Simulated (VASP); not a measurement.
Wanted: the native input for a VASP 6.6.1 run.

| Item | Value |
| --- | --- |
| Task | single point |
| Functional | PBEsol |
| Potentials or basis | VASP PAW PBE potentials, release 64 (Ba_sv, Ti_sv, O) |
| Cutoff | 600 eV |
| k mesh | 7 × 7 × 7 |
| Occupations | fermi-dirac, width 0.05 eV |
| Spin | no spin polarisation |
| Dipole correction | no |
| Further INCAR settings | ALGO = Normal; EDIFF = 1e-06; NBANDS = 28 |

The structure of BaTiO3 lies in POSCAR:

```
BaTiO3
1.0
    2.8460914363      1.6431916568      2.3337475400
   -2.8460914363      1.6431916568      2.3337475400
    0.0000000000     -3.2863833137      2.3337475400
Ba Ti O
1 1 3
Direct
    0.0000000000      0.0000000000      0.0000000000
    0.4845000000      0.4845000000      0.4845000000
    0.5086000000      0.0175000000      0.5086000000
    0.0175000000      0.5086000000      0.5086000000
    0.5086000000      0.5086000000      0.0175000000
```

This cell differs from its parent crystal: volume scaled by 1.02.

The input as run:

INCAR

```
ALGO = Normal
EDIFF = 1E-6
ENCUT = 600
GGA = PS
GGA_COMPAT = False
ISIF = 2
ISMEAR = -1
LASPH = True
LCHARG = False
LREAL = False
LWAVE = False
NBANDS = 28
NELM = 120
PREC = Accurate
SIGMA = 0.05
```

KPOINTS

```
k-points
0
Gamma
  7 7 7
```

Potentials or basis: VASP PAW PBE potentials, release 64 (Ba_sv, Ti_sv, O).

The run is started by

```console
$ cat potpaw_PBE.64/Ba_sv/POTCAR potpaw_PBE.64/Ti_sv/POTCAR potpaw_PBE.64/O/POTCAR > POTCAR
$ mpirun -np 1 vasp_std > vasp.out
```

It gave:

| Property | Result |
| --- | --- |
| Pressure | -2.9 GPa |
| Largest force | 0.131 eV/Å |
| Band gap on the k mesh | 2.35 eV, indirect (least direct gap 2.70 eV) |

Caveat: the PAW data sets were made with another functional, which shifts forces and pressure a little; spin-orbit coupling is left out, which moves the levels of the heavy elements.

It took 63 s on 1 thread of AMD EPYC 7R43 64-Core Processor (Zen 3), on a shared host, peak memory 0.21 GiB.
